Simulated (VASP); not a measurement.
## AlCo (m.b): relaxation of cell and atoms with PBE

Crystal: AlCo (m.b).

```
Co Al
1.0
     2.82000    0.00000    0.00000
     0.00000    2.82000    0.00000
     0.00000    0.00000    2.82000
Co Al
1 1
Direct
  0.00000 0.00000 0.00000
  0.50000 0.50000 0.50000
```

```
Program                : VASP 6.6.1
Task                   : relaxation of cell and atoms
Functional             : PBE
Potentials or basis    : VASP PAW PBE potentials, release 64 (Co, Al)
Cutoff                 : 600 eV
k mesh                 : 14 × 14 × 14
Occupations            : gaussian, width 0.1 eV
Spin                   : no spin polarisation
Dipole correction      : no
Further INCAR settings : ALGO = Normal; EDIFF = 1e-07; IBRION = 2; EDIFFG = -0.002; NSW = 100; ISIF = 3
```

```json
{"Relaxed volume": "11.59 Å³/atom", "Relaxed cell": "a = 2.851 Å, b = 2.851 Å, c = 2.851 Å, α = 90.00°, β = 90.00°, γ = 90.00°", "Space group after relaxing (to 0.05 Å)": "Pm-3m (No. 221)", "Energy gained by relaxing": "7.3 meV/atom", "Ionic steps": "3", "Pressure after relaxing": "0.0 GPa", "Band gap on the k mesh": "zero (band 6 reaches 12.94 eV, above the bottom of band 7 at 10.32 eV)"}
```

The path:
```
step  energy change (eV)  largest force (eV/Å)  pressure (GPa)  volume (Å³)
   1              0.0000                0.0000            6.38        22.43
   2             -0.0024                0.0000           -5.18        23.91
   3             -0.0145                0.0000           -0.01        23.18
```

Final structure:
```
Co Al
1.0
     2.85137    0.00000    0.00000
     0.00000    2.85137    0.00000
     0.00000    0.00000    2.85137
Co Al
1 1
Direct
  0.00000 0.00000 0.00000
  0.50000 0.50000 0.50000
```

Levels at points of the mesh, in eV from the Fermi level:
```csv
k point,band 3,band 4,band 5,band 6,band 7,band 8,band 9,band 10
"(0.00, 0.00, 0.00)",-2.96,-0.85,-0.85,-0.85,5.95,5.95,5.95,8.72
"(0.50, 0.00, 0.00)",-2.38,-1.72,-1.72,-0.74,0.16,8.39,10.59,10.59
"(0.50, 0.50, 0.00)",-2.69,-2.69,-1.52,-1.52,-0.25,2.41,3.43,12.72
"(0.50, 0.50, 0.50)",-3.94,-0.22,-0.22,2.38,2.38,2.38,4.08,5.30
```

Run time: 79 s on 1 thread of Intel Xeon 8259CL, on a shared host, peak memory 0.17 GiB.

Spin polarisation is off, so any magnetic state and its effect on volume and gap are missing.
